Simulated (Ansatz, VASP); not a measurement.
## Sc2BF2: VASP beside Ansatz

Contents of INCAR:

```
PREC = Accurate
ENCUT = 520
EDIFF = 1E-7
ISMEAR = 0
SIGMA = 0.1
LREAL = False
LASPH = True
NELM = 150
ALGO = Normal
ISIF = 2
LWAVE = False
LCHARG = False
ISPIN = 2
MAGMOM = 0 0 0 1 1
LORBIT = 11
LMAXMIX = 4
GGA = PE
NBANDS = 32
```

KPOINTS

```
regular mesh
0
Gamma
  6 6 2
```

Contents of POSCAR:

```
Sc2BF2
1.0
    3.2093796701      0.0000000000      0.0000000000
   -1.6046898350      2.7794043247      0.0000000000
    0.0000000000      0.0000000000      9.6771784550
Sc B F
2 1 2
Direct
    0.0000000000      0.0000000000      0.3442242982
    0.3333333333      0.6666666667      0.8162695975
    0.0000000000      0.0000000000      0.9797428873
    0.0000000000      0.0000000000      0.1273932911
    0.6666666667      0.3333333333      0.6972745758
```

Input for Ansatz:

```yaml
crystal:
  lattice:
    - [3.2093796701, 0.0, 0.0]
    - [-1.604689835, 2.7794043247, 0.0]
    - [0.0, 0.0, 9.677178455]
  atoms:
    - { symbol: Sc, position: [0.0, 0.0, 0.3442242982] }
    - { symbol: Sc, position: [0.3333333333, 0.6666666667, 0.8162695975] }
    - { symbol: B, position: [0.0, 0.0, 0.9797428873] }
    - { symbol: F, position: [0.0, 0.0, 0.1273932911], spin: 1.0 }
    - { symbol: F, position: [0.6666666667, 0.3333333333, 0.6972745758], spin: 1.0 }
basis:
  ecutwfc: 420
kpoints:
  mp_grid: { grid: [6, 6, 2] }
hamiltonian:
  xc: pbe
scf:
  occupations: { method: gaussian, width: 0.1 }
  lower_state_search: "off"
output:
  forces: true
  stress: true
  eigenvalues: true
  populations: true
magnetization:
  spin_polarized: true
```

Alike in both runs: task single point; functional PBE; k mesh 6 × 6 × 2; occupations gaussian, width 0.1 eV; collinear spin.

|  | VASP | Ansatz |
| --- | --- | --- |
| version | VASP 6.6.1 | Ansatz 0.2.0 |
| potentials or method | VASP PAW PBE potentials, release 64 (Sc_sv, B, F), cutoff 520 eV | scalar-relativistic, plane waves, PAW |
| valence electrons in the cell | 39 | 39 |

Ansatz gave:

| Quantity | Value |
| --- | --- |
| gap on the k mesh at the Fermi level (eV) | none |
| pressure (GPa) | 0.0 |
| traceless stress, the component that is largest in VASP (GPa) | 0.39 |
| rms of the force components (eV/Å) | 0.035 |
| net moment per atom (μB) | 0.07 |
| size of the moment on the site where the two differ most (μB) | 0.22 |

**Question.** Which values does VASP return?

**Answer.** gap on the k mesh at the Fermi level (eV): none; pressure (GPa): 0.2; traceless stress, the component that is largest in VASP (GPa): 0.62; rms of the force components (eV/Å): 0.025; net moment per atom (μB): 0.18; size of the moment on the site where the two differ most (μB): 0.36.

The net moments are unlike, so the other rows may belong to different states. Site moments also hang on the region over which each program counts them. Atom by atom the forces differ by 0.044 eV/Å (rms over components). A gap of «none» marks a metal or a gap that the smearing closes.

The k mesh is coarse, so the values compare programs but aren't converged.
